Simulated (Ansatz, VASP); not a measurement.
# GaSb: VASP beside Ansatz

POSCAR

```
GaSb
1.0
    3.5818184820      0.0000000000      0.0000000000
    0.0000000000      3.5818184820      0.0000000000
    0.0000000000      0.0000000000      3.5818184820
Ga Sb
1 1
Direct
    0.0000000000      0.0000000000      0.0000000000
    0.5000000000      0.5000000000      0.5000000000
```

File INCAR.step1:

```
  PREC = Accurate
  ENCUT = 520
  ISMEAR = -1
  SIGMA = 0.02
  LREAL = F
  LASPH = T
  NELM = 80
  NBANDS = 16
  GGA = PE
  ALGO = Normal
  EDIFF = 1E-4
  LWAVE = T
  LCHARG = F
```

The input INCAR.step2:

```
  PREC = Accurate
  ENCUT = 520
  EDIFF = 1E-6
  ISMEAR = -1
  SIGMA = 0.02
  LREAL = F
  LASPH = T
  NELM = 80
  ALGO = Normal
  ISIF = 2
  LWAVE = F
  LCHARG = T
  METAGGA = R2SCAN
  LMIXTAU = T
  LELF = T
  LVHAR = T
  NBANDS = 16
  ISTART = 1
```

File KPOINTS:

```
Automatic mesh
0
Gamma
  8 8 8
```

Input for Ansatz:

```yaml
crystal:
  lattice:
    - [3.581818482, 0.0, 0.0]
    - [0.0, 3.581818482, 0.0]
    - [0.0, 0.0, 3.581818482]
  atoms:
    - { symbol: Ga, position: [0.0, 0.0, 0.0] }
    - { symbol: Sb, position: [0.5, 0.5, 0.5] }
kpoints:
  mp_grid: { grid: [8, 8, 8] }
  band_path:
    path:
      - [0.0, 0.0, 0.0]
      - [0.0, 0.5, 0.0]
      - [0.5, 0.5, 0.0]
      - [0.5, 0.5, 0.5]
      - [0.05, 0.5, 0.0]
      - [0.45, 0.45, 0.45]
    npoints: 1
hamiltonian:
  xc: r2scan
scf:
  occupations: { method: fermi_dirac, width: 0.02 }
  n_extra_bands: 4
output:
  forces: true
  stress: true
  eigenvalues: true
```

Alike in both runs: task single point; functional r2SCAN; k mesh 8 × 8 × 8; occupations fermi-dirac, width 0.02 eV; no spin polarisation.

```csv
,VASP,Ansatz
version,VASP 6.6.1,Ansatz 0.2.0
potentials or method,"VASP PAW PBE potentials, release 64 (Ga_d, Sb)","plane waves, PAW"
plane-wave cutoff (eV),520,500
valence electrons in the cell,18,28
```

```tsv
	VASP	Ansatz	Ansatz less VASP
pressure (GPa)	0.3	0.3	+0.03
```

VASP's potentials were made for PBE, not for r2SCAN. VASP's potentials hold 18 valence electrons a cell and Ansatz's 28, so a difference there can come from the potentials and not from the codes.

Spin-orbit coupling is off throughout.
